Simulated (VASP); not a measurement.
LiGa, 4 atoms in the cell. It takes space group Fd-3m (No. 227, cubic). The conventional cell has a = 6.169 Å, b = 6.169 Å, c = 6.169 Å, α = 90.00°, β = 90.00°, γ = 90.00°. Within 3.5 Å of Li (site symmetry -43m) lie 10 Ga at 2.67 to 3.08 Å and 4 Li at 2.67 Å. Within 3.5 Å of Ga (site symmetry -43m) lie 10 Li at 2.67 to 3.08 Å and 4 Ga at 2.67 Å. 

```yaml
Program: VASP 6.6.1
Task: single point
Functional: r2SCAN
Potentials_or_basis: VASP PAW PBE potentials, release 64 (Li_sv, Ga_d)
Cutoff: 520 eV
k_mesh: 6 × 6 × 6
Occupations: gaussian, width 0.1 eV
Spin: no spin polarisation
Dipole_correction: no
Further_INCAR_settings: ALGO = Normal; EDIFF = 1e-06; NBANDS = 24
```

Potentials or basis: VASP PAW PBE potentials, release 64 (Li_sv, Ga_d).

Run with:

```bash
$ cat potpaw_PBE.64/Li_sv/POTCAR potpaw_PBE.64/Ga_d/POTCAR > POTCAR
$ cp INCAR.step1 INCAR
$ mpirun -np 1 vasp_std > vasp.out
$ cp INCAR.step2 INCAR
$ mpirun -np 1 vasp_std > vasp.out
```

Hardware: 1 thread of Intel(R) Xeon(R) Platinum 8375C CPU @ 2.90GHz (Ice Lake), on a shared host.

How long does it take, and how much memory?

Wall time 76 s on 1 thread of Intel(R) Xeon(R) Platinum 8375C CPU @ 2.90GHz (Ice Lake) (shared host), peak memory 0.19 GiB. Counts: k points 16.
